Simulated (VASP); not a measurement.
# Pt (Fm-3m) in VASP: a series of runs

Pt is run at these levels: PBE; tasks: single point.

Program: VASP 6.6.1. These are calculated values, not measurements. Logs are shortened: lines on timing, memory, paths and dates and some standing lists are left out, and cuts for length are marked.

### Step 1. The cell of the first run

Symmetry: Fm-3m, No. 225, cubic system. Conventional cell: a = 3.970 Å, b = 3.970 Å, c = 3.970 Å, α = 90.00°, β = 90.00°, γ = 90.00°. Pt (site symmetry m-3m) has 12 Pt at 2.81 Å within 3.7 Å.

### Step 2. Single point, PBE, non-collinear spin, typed start, spin-orbit coupling

INCAR reads:

```
PREC = Accurate
ENCUT = 520
EDIFF = 1E-7
ISMEAR = -1
SIGMA = 0.05
LREAL = F
LASPH = T
NELM = 150
ALGO = Normal
ISIF = 2
LWAVE = F
LCHARG = F
MAGMOM = 0 0 1
LORBIT = 11
LSORBIT = T
GGA_COMPAT = F
LORBMOM = T
LMAXMIX = 4
GGA = PE
NBANDS = 21
```

KPOINTS reads:

```
Automatic mesh
0
Gamma
  14 14 14
```

POSCAR reads:

```
Pt
1.0
    0.0000000000      1.9848339966      1.9848339966
    1.9848339966      0.0000000000      1.9848339966
    1.9848339966      1.9848339966      0.0000000000
Pt
1
Direct
    0.0000000000      0.0000000000      0.0000000000
```

Potentials or basis: VASP PAW PBE potentials, release 64 (Pt).

Command:

```
$ cat potpaw_PBE.64/Pt/POTCAR > POTCAR
$ mpirun -np 1 vasp_ncl > vasp.out
```

OUTCAR:

```text
PREC = Accurate
   ENCUT = 520
   EDIFF = 1E-7
   ISMEAR = -1
   LREAL = F
   LASPH = T
   NELM = 150
   ISIF = 2
   LORBIT = 11
   LSORBIT = T
   GGA = PE

 ion  position               nearest neighbor table
   1  0.000  0.000  0.000-

  LATTYP: Found a face centered cubic cell.
 ALAT       =     3.9696679932

  Lattice vectors:

 A1 = (   0.0000000000,   1.9848339966,   1.9848339966)
 A2 = (   1.9848339966,   0.0000000000,   1.9848339966)
 A3 = (   1.9848339966,   1.9848339966,   0.0000000000)

Analysis of symmetry for initial positions (statically):
=====================================================================
 Subroutine PRICEL returns:
 Original cell was already a primitive cell.

 Routine SETGRP: Setting up the symmetry group for a
 face centered cubic supercell.

 Subroutine GETGRP returns: Found 48 space group operations
 (whereof 48 operations were pure point group operations)
 out of a pool of 48 trial point group operations.

The static configuration has the point symmetry O_h .

Analysis of symmetry for dynamics (positions and initial velocities):
=====================================================================
 Subroutine PRICEL returns:
 Original cell was already a primitive cell.

 Routine SETGRP: Setting up the symmetry group for a
 face centered cubic supercell.

 Subroutine GETGRP returns: Found 48 space group operations
 (whereof 48 operations were pure point group operations)
 out of a pool of 48 trial point group operations.

The dynamic configuration has the point symmetry O_h .

Analysis of structural, dynamic, and magnetic symmetry:
=====================================================================
 Subroutine PRICEL returns:
 Original cell was already a primitive cell.

 Routine SETGRP: Setting up the symmetry group for a
 face centered cubic supercell.

 Subroutine GETGRP returns: Found  8 space group operations
 (whereof  8 operations were pure point group operations)
 out of a pool of 48 trial point group operations.

The overall configuration has the point symmetry C_4h.

 Subroutine INISYM returns: Found  8 space group operations
 (whereof  8 operations are pure point group operations),
 and found     1 'primitive' translations

----------------------------------------------------------------------------------------

                                     Primitive cell

  volume of cell :      15.6388

  direct lattice vectors                    reciprocal lattice vectors
     0.000000000  1.984833997  1.984833997    -0.251910236  0.251910236  0.251910236
     1.984833997  0.000000000  1.984833997     0.251910236 -0.251910236  0.251910236
     1.984833997  1.984833997  0.000000000     0.251910236  0.251910236 -0.251910236

  length of vectors
     2.806979157  2.806979157  2.806979157     0.436321327  0.436321327  0.436321327

  position of ions in fractional coordinates (direct lattice)
     0.000000000  0.000000000  0.000000000

  ion indices of the primitive-cell ions
   primitive index   ion index
                 1           1

----------------------------------------------------------------------------------------

 KPOINTS: Automatic mesh

Automatic generation of k-mesh.
 Grid dimensions read from file:
 generate k-points for:   14   14   14

 Generating k-lattice:

  Cartesian coordinates                     Fractional coordinates (reciprocal lattice)
    -0.017993588  0.017993588  0.017993588     0.071428571  0.000000000  0.000000000
     0.017993588 -0.017993588  0.017993588     0.000000000  0.071428571  0.000000000
     0.017993588  0.017993588 -0.017993588     0.000000000  0.000000000  0.071428571

  Length of vectors
     0.031165809  0.031165809  0.031165809

  Shift w.r.t. Gamma in fractional coordinates (k-lattice)
     0.000000000  0.000000000  0.000000000

 Subroutine IBZKPT returns following result:
[... 41 lines left out ...]
   ISTART =      0    job   : 0-new  1-cont  2-samecut
   ICHARG =      2    charge: 1-file 2-atom 10-const
   ISPIN  =      1    spin polarized calculation?
   LNONCOLLINEAR =      T non collinear calculations
   LSORBIT =      T    spin-orbit coupling
   LASPH  =      T    aspherical Exc in radial PAW
   ENCUT  =  520.0 eV  38.22 Ry    6.18 a.u.   5.22  5.22  5.22*2*pi/ulx,y,z
   NELM   =    150;   NELMIN=  2; NELMDL= -5     # of ELM steps
   EDIFF  = 0.1E-06   stopping-criterion for ELM
   LREAL  =      F    real-space projection
   EDIFFG = 0.1E-05   stopping-criterion for IOM
   NSW    =      0    number of steps for IOM
   IBRION =     -1    ionic relax: 0-MD 1-quasi-New 2-CG
   NFREE  =      0    steps in history (QN), initial steepest desc. (CG)
   ISIF   =      2    stress and relaxation
   ISYM   =      2    0-nonsym 1-usesym 2-fastsym
   POTIM  = 0.5000    time-step for ionic-motion
   TEBEG  =    0.0;   TEEND  =   0.0 temperature during run
   PSTRESS=    0.0 pullay stress
   NELECT =      10.0000    total number of electrons
   NUPDOWN=      -1.0000    fix difference up-down
   EMIN   =  10.00;   EMAX   =-10.00  energy-range for DOS
   EFERMI =   0.00;   METHOD = LEGACY
   ISMEAR =    -1;   SIGMA  =   0.05  broadening in eV -4-tet -1-fermi 0-gaus
   EFERMI_NEDOS =   21; number of points for ismear=-14 and -15
   IALGO  =     38    algorithm
   IMIX   =      4    mixing-type and parameters
     AMIX     =   0.40;   BMIX     =  1.00
     AMIX_MAG =   1.60;   BMIX_MAG =  1.00
  volume/ion in A,a.u.               =      15.64       105.54
  Fermi-wavevector in a.u.,A,eV,Ry     =   1.410395  2.665259 27.064886  1.989213
  Thomas-Fermi vector in A             =   2.532353
   LORBIT       =     11    0 simple, 1 ext, 2 COOP (PROOUT), +10 PAW based schemes
   GGA     = PE    functional components
   LHFCALC =     F    Hartree Fock is set to
   AEXX    =    0.0000 exact exchange contribution
   IVDW    =     0    specifies the selected vdW correction
   LEPSILON=     F    determine dielectric tensor
   LRPA    =     F    only Hartree local field effects (RPA)
  energy-cutoff  :      520.00
  volume of cell :       15.64
 maximum number of plane-waves:       888
 NGX is ok and might be reduce to    24
   NGX = 11   NGY = 11   NGZ = 11

 number of electron      10.0000002 magnetization      -0.0000000     -0.0000000      0.0028440

 number of electron      10.0000002 magnetization       0.0000000      0.0000000      0.0025884

 number of electron      10.0000002 magnetization      -0.0000000      0.0000000      0.0023942

 Free energy of the ion-electron system (eV)
  ---------------------------------------------------
  ext. energy  EPLUGINS =         0.00000000
  ---------------------------------------------------
  free energy    TOTEN  =        -6.49905997 eV

  energy without entropy =       -6.48280149  energy(sigma->0) =       -6.49093073

 E-fermi :  10.6085     XC(G=0): -13.2771

 val. band max:       10.6047196915   @ k =   0.0000   0.3571   0.2857
 cond. band min:      10.6133590865   @ k =   0.0000   0.0714   0.5000
 fundamental gap:      0.0086393951
 Fermi energy:        10.6085252428

 k-point     1 :       0.0000    0.0000    0.0000
  band No.  band energies     occupation
      1       0.7677      1.00000
      2       0.7681      1.00000
      3       6.5391      1.00000
      4       6.5396      1.00000
      5       6.5404      1.00000
      6       6.5409      1.00000
[... 565 lines left out ...]
     20      30.3386      0.00000
     21      37.0113      0.00000

 [... further k-points ...]
[... 5 lines left out ...]
  --------------------------------------------------------------------------------------
  -------------------------------------------------------------------------------------
  Total        0.0315067      0.0315067      0.0314918      0.0000000      0.0000000      0.0000000
  in kB        3.2278306      3.2278306      3.2263027      0.0000027      0.0000000      0.0000000
  external PRESSURE =       3.2273213 kB  Pullay stress =       0.0000000 kB

 VOLUME and BASIS-vectors are now :
 -----------------------------------------------------------------------------
  energy-cutoff  :      520.00
  volume of cell :       15.64
      direct lattice vectors                 reciprocal lattice vectors
     0.000000000  1.984833997  1.984833997    -0.251910236  0.251910236  0.251910236
     1.984833997  0.000000000  1.984833997     0.251910236 -0.251910236  0.251910236
     1.984833997  1.984833997  0.000000000     0.251910236  0.251910236 -0.251910236

 POSITION                                       TOTAL-FORCE (eV/Angst)
 -----------------------------------------------------------------------------------
      0.00000      0.00000      0.00000        -0.000000      0.000000      0.000000
 -----------------------------------------------------------------------------------
    total drift:                                0.000000      0.000000      0.000000

  FREE ENERGIE OF THE ION-ELECTRON SYSTEM (eV)
  ---------------------------------------------------
  free  energy   TOTEN  =        -6.4990599702 eV

  energy  without entropy=       -6.4828014930  energy(sigma->0) =       -6.49093073

 orbital moment (x)

 # of ion     p       d       tot
 ----------------------------------------
  1        -0.000  -0.000  -0.000
 ----------------------------------------
           -0.000  -0.000  -0.000

 orbital moment (y)

 # of ion     p       d       tot
 ----------------------------------------
  1         0.000  -0.000  -0.000
 ----------------------------------------
            0.000  -0.000  -0.000

 orbital moment (z)

 # of ion     p       d       tot
 ----------------------------------------
  1         0.000   0.000   0.000
 ----------------------------------------
            0.000   0.000   0.000

 Spin-Orbit-Coupling matrix elements

 Ion:    1  E_soc:     -0.7735400
 l=   1
     0.0000000    -0.0315955    -0.0315955
    -0.0315955     0.0000000    -0.0315955
    -0.0315955    -0.0315955     0.0000000
 l=   2
     0.0000000    -0.0174425     0.0000000    -0.0174425    -0.0798854
    -0.0174425     0.0000000    -0.0599140    -0.0174425    -0.0199714
     0.0000000    -0.0599140     0.0000000    -0.0599140     0.0000000
    -0.0174425    -0.0174425    -0.0599140     0.0000000    -0.0199714
    -0.0798854    -0.0199714     0.0000000    -0.0199714     0.0000000
 l=   3
     0.0000000     0.0000000     0.0000000     0.0000000     0.0000000     0.0000000     0.0000000
     0.0000000     0.0000000     0.0000000     0.0000000     0.0000000     0.0000000     0.0000000
     0.0000000     0.0000000     0.0000000     0.0000000     0.0000000     0.0000000     0.0000000
     0.0000000     0.0000000     0.0000000     0.0000000     0.0000000     0.0000000     0.0000000
     0.0000000     0.0000000     0.0000000     0.0000000     0.0000000     0.0000000     0.0000000
     0.0000000     0.0000000     0.0000000     0.0000000     0.0000000     0.0000000     0.0000000
     0.0000000     0.0000000     0.0000000     0.0000000     0.0000000     0.0000000     0.0000000

 total charge

# of ion       s       p       d       tot
------------------------------------------
    1        0.624   0.586   7.997   9.207

 magnetization (x)

# of ion       s       p       d       tot
------------------------------------------
    1       -0.000   0.000   0.000  -0.000

 magnetization (y)

# of ion       s       p       d       tot
------------------------------------------
    1        0.000   0.000   0.000   0.000

 magnetization (z)

# of ion       s       p       d       tot
------------------------------------------
    1       -0.000  -0.000   0.002   0.002
```

Run time: 3.3 min. Hardware: 1 thread of AMD EPYC 9R45 (Zen 5), shared host; peak memory 0.3 GiB.

What came out:

```
Free energy                                           : -6.4991 eV
Pressure                                              : 0.3 GPa
Net moment                                            : 0.00 μB per cell
Valence electrons inside the program's atomic spheres : Pt 9.21
```

Moments on the atoms (μB; x, y, z):
```
Pt  0.00 0.00 0.00
```

(Part 1 of 2 ends here.)
